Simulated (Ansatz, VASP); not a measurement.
## One calculation of ZnSe, two programs

Contents of POSCAR:

```
ZnSe
1.0
    0.0000000000      2.7818610401      2.7818610401
    2.7818610401      0.0000000000      2.7818610401
    2.7818610401      2.7818610401      0.0000000000
Zn Se
1 1
Direct
    0.0000000000      0.0000000000      0.0000000000
    0.7500000000      0.7500000000      0.7500000000
```

INCAR.step1

```
SYSTEM = ZnSe
PREC = Accurate
ENCUT = 520
ISMEAR = 0
SIGMA = 0.05
LREAL = .FALSE.
LASPH = .TRUE.
NELM = 60
NBANDS = 16
GGA = PE
ALGO = Normal
EDIFF = 1E-4
LWAVE = .TRUE.
LCHARG = .FALSE.
```

File INCAR.step2:

```
SYSTEM = ZnSe
PREC = Accurate
ENCUT = 520
EDIFF = 1E-6
ISMEAR = 0
SIGMA = 0.05
LREAL = .FALSE.
LASPH = .TRUE.
NELM = 60
ALGO = Normal
ISIF = 2
LWAVE = .FALSE.
LCHARG = .FALSE.
METAGGA = R2SCAN
LMIXTAU = .TRUE.
LUSE_VDW = .TRUE.
IVDW_NL = 2
BPARAM = 11.95
CPARAM = 0.0093
NBANDS = 16
ISTART = 1
```

Contents of KPOINTS:

```
Automatic mesh
0
G
  8 8 8
  0 0 0
```

Input for Ansatz:

```yaml
crystal:
  lattice:
    - [0.0, 2.7818610401, 2.7818610401]
    - [2.7818610401, 0.0, 2.7818610401]
    - [2.7818610401, 2.7818610401, 0.0]
  atoms:
    - { symbol: Zn, position: [0.0, 0.0, 0.0] }
    - { symbol: Se, position: [0.75, 0.75, 0.75] }
basis:
  ecutwfc: 500
  ecutrho_ratio: 4
kpoints:
  mp_grid: { grid: [8, 8, 8] }
hamiltonian:
  xc: r2scan
  dispersion: rvv10
scf:
  occupations: { method: gaussian, width: 0.05 }
output:
  forces: true
  stress: true
  eigenvalues: true
```

Alike in both runs: task single point; functional r2SCAN; dispersion rVV10; k mesh 8 × 8 × 8; occupations gaussian, width 0.05 eV; no spin polarisation.

|  | VASP | Ansatz |
| --- | --- | --- |
| version | VASP 6.6.1 | Ansatz 0.2.0 |
| potentials or method | VASP PAW PBE potentials, release 64 (Zn, Se), cutoff 520 eV | scalar-relativistic, plane waves, PAW |
| valence electrons in the cell | 18 | 28 |

|  | VASP | Ansatz | Ansatz less VASP |
| --- | --- | --- | --- |
| gap on the k mesh at the Fermi level (eV) | 2.07 | 2.06 | -0.008 |
| least direct gap on the mesh (eV) | 2.07 | 2.06 | -0.008 |
| pressure (GPa) | 3.3 | 3.0 | -0.30 |

VASP's potentials were made for PBE, not for r2SCAN. VASP's potentials hold 18 valence electrons a cell and Ansatz's 28, so a difference there can come from the potentials and not from the codes.
